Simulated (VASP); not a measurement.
# Mg4H in VASP: a series of runs, part 2 of 2

VASP 6.6.1. Earlier steps stand in the parts before.

### Step 5. Relaxation of the atoms, PBEsol

The input, INCAR:

```
ALGO = Normal
DIPOL = 0.5 0.5 0.335
EDIFF = 1E-6
EDIFFG = -0.025
ENCUT = 520
GGA = PS
IBRION = 2
IDIPOL = 3
ISIF = 2
ISMEAR = 0
LASPH = True
LCHARG = False
LDIPOL = True
LREAL = False
LWAVE = False
NELM = 80
NSW = 36
PREC = Accurate
SIGMA = 0.1
```

The input, KPOINTS:

```
k-points
0
Gamma
  8 5 1
```

The input, POSCAR:

```
Mg4H
1.0
    3.1881999939      0.0000000000      0.0000000000
    0.0000000000      5.1084658709      0.0000000000
    0.0000000000      0.0000000000     19.1358427726
Mg H
4 1
Selective dynamics
Direct
    0.0000000000      0.7500000000      0.2090318178  F F F
    0.5000000000      0.2500000000      0.2571276385  F F F
    0.5000000000      0.7500000000      0.3576109084  F F F
    0.0000000000      0.2500000000      0.3990335238  F F F
    0.3750000000      0.7500000000      0.4508256925  F F T
```

Potentials or basis: VASP PAW PBE potentials, release 64 (Mg, H).

On the command line:

```sh
> cat potpaw_PBE.64/Mg/POTCAR potpaw_PBE.64/H/POTCAR > POTCAR
> mpirun -np 1 vasp_std > vasp.out
```

OUTCAR:

```text
EDIFF = 1E-6
   EDIFFG = -0.025
   ENCUT = 520
   GGA = PS
   IBRION = 2
   ISIF = 2
   ISMEAR = 0
   LASPH = True
   LREAL = False
   NELM = 80
   NSW = 36
   PREC = Accurate

 ion  position               nearest neighbor table
   1  0.000  0.750  0.209-   2 3.15   2 3.15   2 3.15   2 3.15   3 3.26   3 3.26
   2  0.500  0.250  0.257-   1 3.15   1 3.15   1 3.15   1 3.15   4 3.15   4 3.15   3 3.20   3 3.20

   3  0.500  0.750  0.358-   5 1.83   4 3.11   4 3.11   4 3.11   4 3.11   2 3.20   2 3.20   1 3.26
                             1 3.26
   4  0.000  0.250  0.399-   3 3.11   3 3.11   3 3.11   3 3.11   2 3.15   2 3.15
   5  0.375  0.750  0.451-   3 1.83

  LATTYP: Found a simple orthorhombic cell.
 ALAT       =     3.1881999939
 B/A-ratio  =     1.6023040840
 C/A-ratio  =     6.0020835610

  Lattice vectors:

 A1 = (   3.1881999939,   0.0000000000,   0.0000000000)
 A2 = (   0.0000000000,   5.1084658709,   0.0000000000)
 A3 = (   0.0000000000,   0.0000000000,  19.1358427726)

Analysis of symmetry for initial positions (statically):
=====================================================================
 Subroutine PRICEL returns:
 Original cell was already a primitive cell.

 Routine SETGRP: Setting up the symmetry group for a
 simple orthorhombic supercell.

 Subroutine GETGRP returns: Found  2 space group operations
 (whereof  1 operations were pure point group operations)
 out of a pool of  8 trial point group operations.

The static configuration has the point symmetry C_1 .
 The point group associated with its full space group is C_1h.

Analysis of symmetry for dynamics (positions and initial velocities):
=====================================================================
 Subroutine PRICEL returns:
 Original cell was already a primitive cell.

 Routine SETGRP: Setting up the symmetry group for a
 simple orthorhombic supercell.

[... 157 lines left out ...]

 number of electron       9.0000000 magnetization

 Free energy of the ion-electron system (eV)
  ---------------------------------------------------
  ext. energy  EPLUGINS =         0.00000000
  ---------------------------------------------------
  free energy    TOTEN  =        -8.17675394 eV

  energy without entropy =       -8.16887047  energy(sigma->0) =       -8.17281220

------------------------ aborting loop because EDIFF is reached ----------------------------------------

  FORCE on cell =-STRESS in cart. coord.  units (eV):
  Direction    XX          YY          ZZ          XY          YZ          ZX
  --------------------------------------------------------------------------------------
  -------------------------------------------------------------------------------------
  Total       -1.0965281     -1.4046061     -0.6154884      0.0000000      0.0000000     -0.5394937
  in kB       -5.6369828     -7.2207362     -3.1640752      0.0000000      0.0000000     -2.7734052
  external PRESSURE =      -5.3405981 kB  Pullay stress =       0.0000000 kB
[... 65 lines left out ...]
--------------------------------------- Ionic step        3  -------------------------------------------

 number of electron       9.0000000 magnetization

 dipolmoment           0.000000      0.000000      0.046913 electrons x Angstroem

 Free energy of the ion-electron system (eV)
  ---------------------------------------------------
  ext. energy  EPLUGINS =         0.00000000
  ---------------------------------------------------
  free energy    TOTEN  =        -8.17789304 eV

  energy without entropy =       -8.17020822  energy(sigma->0) =       -8.17405063

 E-fermi :  -2.0221     XC(G=0):  -3.4706

 val. band max:       -2.1473091118   @ k =   0.1250   0.0000   0.0000
 cond. band min:      -1.9753285526   @ k =   0.2500   0.0000   0.0000
 fundamental gap:      0.1719805592
 Fermi energy:        -2.0220506571

 k-point     1 :       0.0000    0.0000    0.0000
  band No.  band energies     occupation
      1      -8.2812      2.00000
      2      -6.5154      2.00000
      3      -4.1011      2.00000
      4      -2.8199      2.00000
      5      -2.3635      2.00000
      6      -1.1904      0.00000
      7      -0.8460      0.00000
      8      -0.2968      0.00000
[... 144 lines left out ...]
 k-point    15 :       0.5000    0.4000    0.0000
  band No.  band energies     occupation
      1      -4.6313      2.00000
      2      -3.5900      2.00000
      3      -3.2954      2.00000
      4      -2.7324      2.00000
      5      -2.4270      2.00000
      6      -1.2615      0.00000
      7      -0.7618      0.00000
      8      -0.2110      0.00000

------------------------ aborting loop because EDIFF is reached ----------------------------------------

 vacuum level on the upper side and lower side of the slab       (xc-potential included)         0.246        -0.261

  FORCE on cell =-STRESS in cart. coord.  units (eV):
  Direction    XX          YY          ZZ          XY          YZ          ZX
  --------------------------------------------------------------------------------------
  -------------------------------------------------------------------------------------
  Total       -1.0990574     -1.3870346     -0.4081199      0.0000000      0.0000000     -0.5798028
  in kB       -5.6499853     -7.1304056     -2.0980444      0.0000000      0.0000000     -2.9806241
  external PRESSURE =      -4.9594784 kB  Pullay stress =       0.0000000 kB
[... 20 lines left out ...]
  FREE ENERGIE OF THE ION-ELECTRON SYSTEM (eV)
  ---------------------------------------------------
  free  energy   TOTEN  =        -8.1778930368 eV

  energy  without entropy=       -8.1702082237  energy(sigma->0) =       -8.17405063

 reached required accuracy - stopping structural energy minimisation

 vacuum level on the upper side and lower side of the slab         2.271         1.751
```

OSZICAR:

```text
N       E                     dE             d eps       ncg     rms          rms(c)
DAV:   1     0.186164569061E+02    0.18616E+02   -0.23288E+03   240   0.661E+02
DAV:   2    -0.789891293115E+01   -0.26515E+02   -0.25651E+02   416   0.750E+01
DAV:   3    -0.894262485124E+01   -0.10437E+01   -0.10317E+01   280   0.220E+01
[... 26 lines left out ...]
DAV:   1    -0.817795422467E+01   -0.67258E-03   -0.76643E-02   240   0.253E+00    0.489E-02
DAV:   2    -0.817792484821E+01    0.29376E-04   -0.52127E-04   312   0.182E-01    0.289E-02
DAV:   3    -0.817789573976E+01    0.29108E-04   -0.12817E-04   296   0.502E-02    0.541E-03
DAV:   4    -0.817789339329E+01    0.23465E-05   -0.19595E-05   320   0.205E-02    0.307E-03
DAV:   5    -0.817789303679E+01    0.35650E-06   -0.40874E-06   296   0.101E-02
   3 F= -.81778930E+01 E0= -.81740506E+01  d E =-.113910E-02
```

Wall time 2.1 min (1 thread of Intel Xeon Platinum 8259CL at 2.50GHz (Skylake/Cascade Lake), shared host); peak memory 0.39 GiB.

Results:

```yaml
Free_energy: -8.1779 eV
Energy_gained_by_relaxing: 0.2 meV/atom
Ionic_steps: 3
Band_gap_on_the_k_mesh: zero (an odd number of electrons rules out a gap without spin polarisation)
```

Step by step:
```
step  energy change (eV)  largest force on free atoms (eV/Å)  pressure (GPa)
   1              0.0000                              0.1121           -0.53
   2             -0.0005                              0.0829           -0.52
   3             -0.0011                              0.0033           -0.50
```

Final structure:
```
Mg H
1.0
     3.18820    0.00000    0.00000
     0.00000    5.10847    0.00000
     0.00000    0.00000   19.13584
Mg H
4 1
Direct
  0.00000 0.75000 0.20903
  0.50000 0.25000 0.25713
  0.50000 0.75000 0.35761
  0.00000 0.25000 0.39903
  0.37500 0.75000 0.44974
```

Caveat: the PAW data sets were made with another functional, which shifts forces and pressure a little.

### Step 6. Relaxation of the atoms, PBEsol

The input, INCAR:

```
  PREC = Accurate
  ENCUT = 520
  EDIFF = 1E-6
  ISMEAR = 0
  SIGMA = 0.1
  LREAL = F
  LASPH = T
  NELM = 80
  ALGO = Normal
  ISIF = 2
  LWAVE = F
  LCHARG = F
  LDIPOL = T
  IDIPOL = 3
  DIPOL = 0.5 0.5 0.336
  GGA = PS
  IBRION = 2
  NSW = 36
  EDIFFG = -0.025
```

The input, KPOINTS:

```
regular mesh
0
Gamma
  8 5 1
```

POSCAR, as its differences from that of step 5:

```diff
@@ -13,2 +13,2 @@
     0.0000000000      0.2500000000      0.3990335238  F F F
-    0.3750000000      0.7500000000      0.4508256925  F F T
+    0.5000000000      0.6250000000      0.4569786899  F F T
```

Potentials or basis: VASP PAW PBE potentials, release 64 (Mg, H).

On the command line:

```sh
> cat potpaw_PBE.64/Mg/POTCAR potpaw_PBE.64/H/POTCAR > POTCAR
> mpirun -np 1 vasp_std > vasp.out
```

OUTCAR:

```text
PREC = Accurate
   ENCUT = 520
   EDIFF = 1E-6
   ISMEAR = 0
   LREAL = F
   LASPH = T
   NELM = 80
   ISIF = 2
   GGA = PS
   IBRION = 2
   NSW = 36
   EDIFFG = -0.025

 ion  position               nearest neighbor table
   1  0.000  0.750  0.209-   2 3.15   2 3.15   2 3.15   2 3.15   3 3.26   3 3.26
   2  0.500  0.250  0.257-   1 3.15   1 3.15   1 3.15   1 3.15   4 3.15   4 3.15   3 3.20   3 3.20

   3  0.500  0.750  0.358-   5 2.01   4 3.11   4 3.11   4 3.11   4 3.11   2 3.20   2 3.20   1 3.26
                             1 3.26
   4  0.000  0.250  0.399-   3 3.11   3 3.11   3 3.11   3 3.11   2 3.15   2 3.15
   5  0.500  0.625  0.457-   3 2.01

  LATTYP: Found a simple orthorhombic cell.
 ALAT       =     3.1881999939
 B/A-ratio  =     1.6023040840
 C/A-ratio  =     6.0020835610

  Lattice vectors:

 A1 = (   3.1881999939,   0.0000000000,   0.0000000000)
 A2 = (   0.0000000000,   5.1084658709,   0.0000000000)
 A3 = (   0.0000000000,   0.0000000000,  19.1358427726)

Analysis of symmetry for initial positions (statically):
=====================================================================
 Subroutine PRICEL returns:
 Original cell was already a primitive cell.

 Routine SETGRP: Setting up the symmetry group for a
 simple orthorhombic supercell.

 Subroutine GETGRP returns: Found  2 space group operations
 (whereof  2 operations were pure point group operations)
 out of a pool of  8 trial point group operations.

The static configuration has the point symmetry C_1h.

Analysis of symmetry for dynamics (positions and initial velocities):
=====================================================================
 Subroutine PRICEL returns:
 Original cell was already a primitive cell.

 Routine SETGRP: Setting up the symmetry group for a
 simple orthorhombic supercell.

[... 171 lines left out ...]
  -------------------------------------------------------------------------------------
  Total       -1.3357176     -1.5599805     -1.7007234      0.0000000     -0.2940791      0.0000000
  in kB       -6.8665974     -8.0194783     -8.7430029      0.0000000     -1.5117888      0.0000000
  external PRESSURE =      -7.8763595 kB  Pullay stress =       0.0000000 kB
[... 106 lines left out ...]
 number of electron       9.0000000 magnetization

------------------------ aborting loop because EDIFF is reached ----------------------------------------

 vacuum level on the upper side and lower side of the slab       (xc-potential included)        -0.117        -0.242

  FORCE on cell =-STRESS in cart. coord.  units (eV):
  Direction    XX          YY          ZZ          XY          YZ          ZX
  --------------------------------------------------------------------------------------
  -------------------------------------------------------------------------------------
  Total       -1.5778835     -0.8243448      1.4838336      0.0000000     -1.0977881      0.0000000
  in kB       -8.1115131     -4.2377552      7.6280257      0.0000000     -5.6434599      0.0000000
  external PRESSURE =      -1.5737475 kB  Pullay stress =       0.0000000 kB
[... 65 lines left out ...]
--------------------------------------- Ionic step        6  -------------------------------------------

 number of electron       9.0000000 magnetization

 dipolmoment           0.000000      0.000000      0.035770 electrons x Angstroem

 Free energy of the ion-electron system (eV)
  ---------------------------------------------------
  ext. energy  EPLUGINS =         0.00000000
  ---------------------------------------------------
  free energy    TOTEN  =        -8.32707483 eV

  energy without entropy =       -8.31217265  energy(sigma->0) =       -8.31962374

 E-fermi :  -1.9377     XC(G=0):  -3.4581

 val. band max:       -1.9468881865   @ k =   0.2500   0.0000   0.0000
 cond. band min:      -1.8792954945   @ k =   0.3750   0.2000   0.0000
 fundamental gap:      0.0675926920
 Fermi energy:        -1.9377136830

 k-point     1 :       0.0000    0.0000    0.0000
  band No.  band energies     occupation
      1      -8.2934      2.00000
      2      -6.5854      2.00000
      3      -4.1386      2.00000
      4      -2.7965      2.00000
      5      -2.2104      1.99989
      6      -1.3726      0.00000
      7      -0.5646      0.00000
      8      -0.1497      0.00000
[... 144 lines left out ...]
 k-point    15 :       0.5000    0.4000    0.0000
  band No.  band energies     occupation
      1      -4.9086      2.00000
      2      -3.5056      2.00000
      3      -3.2919      2.00000
      4      -2.5651      2.00000
      5      -2.4263      2.00000
      6      -1.2354      0.00000
      7      -0.7328      0.00000
      8      -0.1705      0.00000

------------------------ aborting loop because EDIFF is reached ----------------------------------------

 vacuum level on the upper side and lower side of the slab       (xc-potential included)         0.186        -0.201

  FORCE on cell =-STRESS in cart. coord.  units (eV):
  Direction    XX          YY          ZZ          XY          YZ          ZX
  --------------------------------------------------------------------------------------
  -------------------------------------------------------------------------------------
  Total       -1.4990648     -1.2448130     -0.2601712      0.0000000     -0.5535800      0.0000000
  in kB       -7.7063253     -6.3992789     -1.3374765      0.0000000     -2.8458192      0.0000000
  external PRESSURE =      -5.1476936 kB  Pullay stress =       0.0000000 kB
[... 20 lines left out ...]
  FREE ENERGIE OF THE ION-ELECTRON SYSTEM (eV)
  ---------------------------------------------------
  free  energy   TOTEN  =        -8.3270748334 eV

  energy  without entropy=       -8.3121726485  energy(sigma->0) =       -8.31962374

 reached required accuracy - stopping structural energy minimisation

 vacuum level on the upper side and lower side of the slab         2.191         1.795
```

OSZICAR:

```text
N       E                     dE             d eps       ncg     rms          rms(c)
DAV:   1     0.177573964101E+02    0.17757E+02   -0.23308E+03   240   0.661E+02
DAV:   2    -0.802785264364E+01   -0.25785E+02   -0.24859E+02   424   0.751E+01
DAV:   3    -0.890927820721E+01   -0.88143E+00   -0.87501E+00   288   0.209E+01
DAV:   4    -0.892482115267E+01   -0.15543E-01   -0.15542E-01   432   0.282E+00
[... 73 lines left out ...]
       N       E                     dE             d eps       ncg     rms          rms(c)
DAV:   1    -0.832711872248E+01   -0.43692E-03   -0.53034E-02   240   0.210E+00    0.412E-02
DAV:   2    -0.832709558057E+01    0.23142E-04   -0.33060E-04   328   0.146E-01    0.239E-02
DAV:   3    -0.832707568745E+01    0.19893E-04   -0.76032E-05   320   0.394E-02    0.370E-03
DAV:   4    -0.832707483343E+01    0.85401E-06   -0.83556E-06   304   0.140E-02
   6 F= -.83270748E+01 E0= -.83196237E+01  d E =-.833452E-01
```

CONTCAR:

```text
Mg4H
   1.00000000000000
     3.1881999939000001    0.0000000000000000    0.0000000000000000
     0.0000000000000000    5.1084658708999999    0.0000000000000000
     0.0000000000000000    0.0000000000000000   19.1358427726000002
  Mg              H
     4     1
Selective dynamics
Direct
     0.0000000000000000    0.7500000000000000    0.2090318178000032   F   F   F
     0.5000000000000000    0.2500000000000000    0.2571276385000019   F   F   F
     0.5000000000000000    0.7500000000000000    0.3576109083999981   F   F   F
     0.0000000000000000    0.2500000000000000    0.3990335238000000   F   F   F
     0.5000000000000000    0.6250000000000000    0.4466086846899652   F   F   T

  0.00000000E+00  0.00000000E+00  0.00000000E+00
  0.00000000E+00  0.00000000E+00  0.00000000E+00
  0.00000000E+00  0.00000000E+00  0.00000000E+00
  0.00000000E+00  0.00000000E+00  0.00000000E+00
  0.00000000E+00  0.00000000E+00  0.00000000E+00
```

Run time: 5.4 min. Hardware: 1 thread of Intel Xeon Platinum 8259CL at 2.50GHz (Skylake/Cascade Lake), shared host; peak memory 0.4 GiB.

What came out:

```
Free energy               : -8.3271 eV
Energy gained by relaxing : 16.7 meV/atom
Ionic steps               : 6
Band gap on the k mesh    : zero (an odd number of electrons rules out a gap without spin polarisation)
```

Step by step:
| step | energy change (eV) | largest force on free atoms (eV/Å) | pressure (GPa) |
| --- | --- | --- | --- |
| 1 | 0.0000 | 0.7611 | -0.79 |
| 2 | -0.0260 | 0.6547 | -0.75 |
| 3 | -0.0769 | 0.2451 | -0.60 |
| 4 | 0.0053 | 1.1454 | -0.16 |
| 5 | -0.0830 | 0.0630 | -0.54 |
| 6 | -0.0833 | 0.0014 | -0.51 |

Final structure:
```cif
data_structure
_symmetry_space_group_name_H-M 'P 1'
_symmetry_Int_Tables_number 1
_cell_length_a 3.1882
_cell_length_b 5.1085
_cell_length_c 19.1358
_cell_angle_alpha 90.000
_cell_angle_beta 90.000
_cell_angle_gamma 90.000
_cell_volume 311.66
loop_
_atom_site_label
_atom_site_type_symbol
_atom_site_fract_x
_atom_site_fract_y
_atom_site_fract_z
_atom_site_occupancy
Mg1 Mg 0.00000 0.75000 0.20903 1
Mg2 Mg 0.50000 0.25000 0.25713 1
Mg3 Mg 0.50000 0.75000 0.35761 1
Mg4 Mg 0.00000 0.25000 0.39903 1
H1 H 0.50000 0.62500 0.44661 1
```

Caveat: the PAW data sets were made with another functional, which shifts forces and pressure a little.

### Step 7. The runs side by side

```tsv
task	cell	atoms held fixed (from 0)	atoms held along some axes (from 0)	gap on the mesh (eV)	largest force (eV/Å)
single point	as given, atomic positions A	-	-	none	0.29
single point	as given, atomic positions B	-	-	none	0.18
single point	as given, atomic positions C	-	-	none	0.86
relaxation of the atoms	atoms relaxed, atomic positions D	[0, 1, 2, 3]	atom 4 along a and b	none	-
relaxation of the atoms	atoms relaxed, atomic positions E	[0, 1, 2, 3]	atom 4 along a and b	none	-
```

Alike in all rows: level PBEsol; potentials or basis VASP PAW PBE potentials, release 64 (Mg, H); no spin polarisation; k mesh 8 × 5 × 1; cutoff (eV) 520; smearing gaussian 0.1 eV.

Caveats: the PAW data sets were made with another functional, which shifts forces and pressure a little.

Absolute energies hang on the potentials; compare differences alone.

The gap in the log of VASP goes by the Fermi energy; the results here count the filled bands.